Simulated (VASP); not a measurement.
# Si3As2 (P-6m2) in VASP: further runs

Runs on Si3As2. Level: PBE. Tasks: relaxation of cell and atoms.

All numbers are computed with VASP 6.6.1; they aren't measurements. Logs are shortened: lines on timing, memory, paths and dates and some standing lists are left out, and cuts for length are marked.

## 1. The cell of the first run

It takes space group P-6m2 (No. 187, hexagonal). The conventional cell has a = 4.296 Å, b = 4.296 Å, c = 5.328 Å, α = 90.00°, β = 90.00°, γ = 120.00°. Si (site symmetry 3m) has 5 Si at 2.58 to 2.84 Å and 6 As at 2.80 to 2.84 Å within 3.4 Å. Within 3.3 Å of Si (site symmetry -6m2) lie 5 As at 2.48 to 2.66 Å and 6 Si at 2.84 Å. Within 3.5 Å of As (site symmetry -6m2) lie 8 Si at 2.66 to 2.80 Å. Within 3.3 Å of As (site symmetry -6m2) lie 9 Si at 2.48 to 2.84 Å.

The cell was generated, and may not be a known phase.

## 2. Relaxation of cell and atoms, PBE

File INCAR:

```
SYSTEM = Si3As2
PREC = Accurate
ENCUT = 500
EDIFF = 1E-7
ISMEAR = 0
SIGMA = 0.2
LREAL = .FALSE.
LASPH = .TRUE.
NELM = 120
ALGO = Normal
ISIF = 3
LWAVE = .FALSE.
LCHARG = .FALSE.
GGA = PE
IBRION = 2
NSW = 36
EDIFFG = -0.08
GGA_COMPAT = .FALSE.
NELMIN = 4
```

File KPOINTS:

```
Automatic mesh
0
G
  4 4 3
  0 0 0
```

File POSCAR:

```
Si3As2
1.0
    4.2959381500      0.0000000000      0.0000000000
   -2.1479690700      3.7203915700      0.0000000000
    0.0000000000      0.0000000000      5.3284418500
Si As
3 2
Direct
    0.6666666700      0.3333333300      0.2422697800
    0.6666666700      0.3333333300      0.7577302200
    0.0000000000      0.0000000000      0.5000000000
    0.0000000000      0.0000000000      0.0000000000
    0.3333333300      0.6666666700      0.5000000000
```

Potentials or basis: VASP PAW PBE potentials, release 64 (Si, As).

Run with:

```console
cat potpaw_PBE.64/Si/POTCAR potpaw_PBE.64/As/POTCAR > POTCAR
mpirun -np 1 vasp_std > vasp.out
```

OUTCAR:

```text
SYSTEM = Si3As2
   PREC = Accurate
   ENCUT = 500
   EDIFF = 1E-7
   ISMEAR = 0
   LREAL = .FALSE.
   LASPH = .TRUE.
   NELM = 120
   ISIF = 3
   GGA = PE
   IBRION = 2
   NSW = 36
   EDIFFG = -0.08
   NELMIN = 4

 ion  position               nearest neighbor table
   1  0.667  0.333  0.242-   2 2.58   2 2.75   4 2.80   4 2.80   4 2.80   3 2.84   5 2.84   5 2.84
                             3 2.84   3 2.84   5 2.84
   2  0.667  0.333  0.758-   1 2.58   1 2.75   4 2.80   4 2.80   4 2.80   3 2.84   5 2.84   5 2.84
                             3 2.84   3 2.84   5 2.84
   3  0.000  0.000  0.500-   5 2.48   5 2.48   5 2.48   4 2.66   4 2.66   1 2.84   2 2.84   2 2.84
                             1 2.84   2 2.84   1 2.84
   4  0.000  0.000  0.000-   3 2.66   3 2.66   1 2.80   2 2.80   1 2.80   2 2.80   1 2.80   2 2.80

   5  0.333  0.667  0.500-   3 2.48   3 2.48   3 2.48   1 2.84   2 2.84   1 2.84   2 2.84   1 2.84
                             2 2.84

  LATTYP: Found a hexagonal cell.
 ALAT       =     4.2959381500
 C/A-ratio  =     1.2403441726

  Lattice vectors:

 A1 = (   4.2959381500,   0.0000000000,   0.0000000000)
 A2 = (  -2.1479690700,   3.7203915700,   0.0000000000)
 A3 = (   0.0000000000,   0.0000000000,   5.3284418500)

Analysis of symmetry for initial positions (statically):
=====================================================================
 Subroutine PRICEL returns:
 Original cell was already a primitive cell.

 Routine SETGRP: Setting up the symmetry group for a
 hexagonal supercell.

 Subroutine GETGRP returns: Found 12 space group operations
 (whereof 12 operations were pure point group operations)
 out of a pool of 24 trial point group operations.

The static configuration has the point symmetry D_3h.

Analysis of symmetry for dynamics (positions and initial velocities):
=====================================================================
 Subroutine PRICEL returns:
 Original cell was already a primitive cell.

 Routine SETGRP: Setting up the symmetry group for a
 hexagonal supercell.

 Subroutine GETGRP returns: Found 12 space group operations
 (whereof 12 operations were pure point group operations)
 out of a pool of 24 trial point group operations.

The dynamic configuration has the point symmetry D_3h.

 Subroutine INISYM returns: Found 12 space group operations
 (whereof 12 operations are pure point group operations),
 and found     1 'primitive' translations

----------------------------------------------------------------------------------------

                                     Primitive cell

  volume of cell :      85.1622

  direct lattice vectors                    reciprocal lattice vectors
     4.295938150  0.000000000  0.000000000     0.232778025  0.134394455  0.000000000
    -2.147969070  3.720391570  0.000000000     0.000000000  0.268788911  0.000000000
     0.000000000  0.000000000  5.328441850     0.000000000  0.000000000  0.187672124

  length of vectors
     4.295938150  4.295938147  5.328441850     0.268788911  0.268788911  0.187672124

  position of ions in fractional coordinates (direct lattice)
     0.666666670  0.333333330  0.242269780
     0.666666670  0.333333330  0.757730220
     0.000000000  0.000000000  0.500000000
     0.000000000  0.000000000  0.000000000
     0.333333330  0.666666670  0.500000000

  ion indices of the primitive-cell ions
   primitive index   ion index
                 1           1
                 2           2
                 3           3
                 4           4
                 5           5

----------------------------------------------------------------------------------------

 KPOINTS: Automatic mesh

Automatic generation of k-mesh.
 Grid dimensions read from file:
 generate k-points for:    4    4    3

 Generating k-lattice:

  Cartesian coordinates                     Fractional coordinates (reciprocal lattice)
     0.058194506  0.033598614  0.000000000     0.250000000 -0.000000000  0.000000000
     0.000000000  0.067197228  0.000000000     0.000000000  0.250000000  0.000000000
     0.000000000  0.000000000  0.062557375     0.000000000  0.000000000  0.333333333

  Length of vectors
     0.067197228  0.067197228  0.062557375

  Shift w.r.t. Gamma in fractional coordinates (k-lattice)
     0.000000000  0.000000000  0.000000000

 Subroutine IBZKPT returns following result:
 ===========================================

 Found      8 irreducible k-points:

 Following reciprocal coordinates:
            Coordinates               Weight
  0.000000  0.000000  0.000000      1.000000
  0.250000 -0.000000  0.000000      6.000000
  0.500000 -0.000000  0.000000      3.000000
  0.250000  0.250000  0.000000      6.000000
  0.000000  0.000000  0.333333      2.000000
  0.250000 -0.000000  0.333333     12.000000
  0.500000 -0.000000  0.333333      6.000000
  0.250000  0.250000  0.333333     12.000000
   k-points           NKPTS =      8   k-points in BZ     NKDIM =      8   number of bands    NBANDS=     15
   number of dos      NEDOS =    301   number of ions     NIONS =      5
   total plane-waves  NPLWV =  40960
   dimension x,y,z NGX =    32 NGY =   32 NGZ =   40
   dimension x,y,z NGXF=    64 NGYF=   64 NGZF=   80
   ions per type =               3   2
   NGX,Y,Z   is equivalent  to a cutoff of  12.38, 12.38, 12.48 a.u.
   NGXF,Y,Z  is equivalent  to a cutoff of  24.77, 24.77, 24.96 a.u.
 SYSTEM =  Si3As2
   PREC   = accura    normal or accurate (medium, high low for compatibility)
   ISTART =      0    job   : 0-new  1-cont  2-samecut
   ICHARG =      2    charge: 1-file 2-atom 10-const
   ISPIN  =      1    spin polarized calculation?
   LNONCOLLINEAR =      F non collinear calculations
   LSORBIT =      F    spin-orbit coupling
   LASPH  =      T    aspherical Exc in radial PAW
   ENCUT  =  500.0 eV  36.75 Ry    6.06 a.u.   7.83  7.83  9.71*2*pi/ulx,y,z
   NELM   =    120;   NELMIN=  4; NELMDL= -5     # of ELM steps
   EDIFF  = 0.1E-06   stopping-criterion for ELM
   LREAL  =      F    real-space projection
   EDIFFG = -.8E-01   stopping-criterion for IOM
   NSW    =     36    number of steps for IOM
   IBRION =      2    ionic relax: 0-MD 1-quasi-New 2-CG
   NFREE  =      1    steps in history (QN), initial steepest desc. (CG)
   ISIF   =      3    stress and relaxation
   ISYM   =      2    0-nonsym 1-usesym 2-fastsym
   POTIM  = 0.5000    time-step for ionic-motion
   TEBEG  =    0.0;   TEEND  =   0.0 temperature during run
   PSTRESS=    0.0 pullay stress
   NELECT =      22.0000    total number of electrons
   NUPDOWN=      -1.0000    fix difference up-down
   EMIN   =  10.00;   EMAX   =-10.00  energy-range for DOS
   EFERMI =   0.00;   METHOD = LEGACY
   ISMEAR =     0;   SIGMA  =   0.20  broadening in eV -4-tet -1-fermi 0-gaus
   EFERMI_NEDOS =   21; number of points for ismear=-14 and -15
   IALGO  =     38    algorithm
   IMIX   =      4    mixing-type and parameters
     AMIX     =   0.40;   BMIX     =  1.00
     AMIX_MAG =   1.60;   BMIX_MAG =  1.00
  volume/ion in A,a.u.               =      17.03       114.94
  Fermi-wavevector in a.u.,A,eV,Ry     =   1.042638  1.970300 14.790803  1.087093
  Thomas-Fermi vector in A             =   2.177312
   LORBIT       =      0    0 simple, 1 ext, 2 COOP (PROOUT), +10 PAW based schemes
   GGA     = PE    functional components
   LHFCALC =     F    Hartree Fock is set to
   AEXX    =    0.0000 exact exchange contribution
   IVDW    =     0    specifies the selected vdW correction
   LEPSILON=     F    determine dielectric tensor
   LRPA    =     F    only Hartree local field effects (RPA)
 conjugate gradient relaxation of ions
 non-spin polarized calculation
 Gauss-broadening in eV      SIGMA  =   0.20
  energy-cutoff  :      500.00
  volume of cell :       85.16
 maximum number of plane-waves:      2173
 NGX is ok and might be reduce to    32
   NGX = 15   NGY = 15   NGZ = 19

--------------------------------------- Ionic step        1  -------------------------------------------

 number of electron      22.0000000 magnetization

 Free energy of the ion-electron system (eV)
  ---------------------------------------------------
  ext. energy  EPLUGINS =         0.00000000
  ---------------------------------------------------
  free energy    TOTEN  =       -22.60131099 eV

  energy without entropy =      -22.53592867  energy(sigma->0) =      -22.56861983

------------------------ aborting loop because EDIFF is reached ----------------------------------------

  FORCE on cell =-STRESS in cart. coord.  units (eV):
  Direction    XX          YY          ZZ          XY          YZ          ZX
  --------------------------------------------------------------------------------------
  -------------------------------------------------------------------------------------
  Total        4.9858566      4.9858566      2.2140591      0.0000000      0.0000000     -0.0000000
  in kB       93.8001351     93.8001351     41.6536333      0.0000001      0.0000000     -0.0000000
  external PRESSURE =      76.4179678 kB  Pullay stress =       0.0000000 kB
[... 141 lines left out ...]
  energy  without entropy=      -22.7460601747  energy(sigma->0) =      -22.77331548

--------------------------------------- Ionic step        5  -------------------------------------------

 number of electron      22.0000001 magnetization

 Free energy of the ion-electron system (eV)
  ---------------------------------------------------
  ext. energy  EPLUGINS =         0.00000000
  ---------------------------------------------------
  free energy    TOTEN  =       -22.80205906 eV

  energy without entropy =      -22.74463033  energy(sigma->0) =      -22.77334469

 E-fermi :   6.7170     XC(G=0): -10.2897

 val. band max:        6.5933966489   @ k =   0.2500  -0.0000   0.3333
 cond. band min:       6.7448915111   @ k =   0.2500  -0.0000   0.3333
 fundamental gap:      0.1514948622
 Fermi energy:         6.7170457850

 k-point     1 :       0.0000    0.0000    0.0000
  band No.  band energies     occupation
      1      -7.2638      2.00000
      2      -3.8754      2.00000
      3      -0.9134      2.00000
      4       0.9857      2.00000
      5       2.2575      2.00000
      6       2.9727      2.00000
      7       2.9727      2.00000
      8       3.3945      2.00000
      9       3.3945      2.00000
     10       5.8520      2.00000
     11       6.1004      1.99999
     12       7.0276      0.02809
     13       7.0276      0.02809
     14       7.9729      0.00000
     15       8.1243      0.00000
[... 156 lines left out ...]
  FREE ENERGIE OF THE ION-ELECTRON SYSTEM (eV)
  ---------------------------------------------------
  free  energy   TOTEN  =       -22.8020590586 eV

  energy  without entropy=      -22.7446303268  energy(sigma->0) =      -22.77334469

 reached required accuracy - stopping structural energy minimisation
```

Wall time 70 s (1 thread of Intel Xeon 8259CL, shared host); peak memory 0.19 GiB.

Results:

| Property | Result |
| --- | --- |
| Free energy | -22.8021 eV |
| Relaxed volume | 18.65 Å³/atom |
| Relaxed cell | a = 4.466 Å, b = 4.466 Å, c = 5.398 Å, α = 90.00°, β = 90.00°, γ = 120.00° |
| Space group after relaxing (to 0.1 Å) | P-6m2 (No. 187) |
| Energy gained by relaxing | 40.1 meV/atom |
| Ionic steps | 5 |
| Pressure after relaxing | -0.2 GPa |
| Largest force after relaxing | 0.029 eV/Å |
| Band gap on the k mesh | zero (bands 11 and 12 overlap by 3.11 eV) |

Forces on the atoms (eV/Å):
```
Si   0.000  0.000  0.029
Si   0.000  0.000 -0.029
Si   0.000  0.000  0.000
As   0.000  0.000  0.000
As   0.000  0.000  0.000
```

Step by step:
```tsv
step	energy change (eV)	largest force (eV/Å)	pressure (GPa)	volume (Å³)
1	0.0000	0.0081	7.64	85.16
2	-0.1860	0.0127	-1.81	95.55
3	-0.1993	0.0080	-0.13	93.24
4	-0.1993	0.0083	-0.25	93.41
5	-0.2007	0.0293	-0.19	93.24
```

Final structure:
```
CELL_PARAMETERS angstrom
4.46618 0.00000 0.00000
-2.23309 3.86782 0.00000
0.00000 0.00000 5.39758
ATOMIC_POSITIONS crystal
Si 0.66667 0.33333 0.24226
Si 0.66667 0.33333 0.75774
Si 0.00000 0.00000 0.50000
As 0.00000 0.00000 0.00000
As 0.33333 0.66667 0.50000
```

Levels at points of the mesh, in eV from the Fermi level:
```csv
k point,band 8,band 9,band 10,band 11,band 12,band 13,band 14,band 15
"(0.00, 0.00, 0.00)",-3.32,-3.32,-0.87,-0.62,0.31,0.31,1.26,1.41
"(0.50, 0.00, 0.00)",-4.13,-1.62,-0.90,-0.60,0.37,2.52,3.66,3.78
```

Caveat: the k points lie up to 0.41 Å⁻¹ apart in the final cell, too coarse for converged energies and pressures of a metal.

(Continued in part 2 of 2.)

The gap in the log of VASP goes by the Fermi energy; the results here count the filled bands.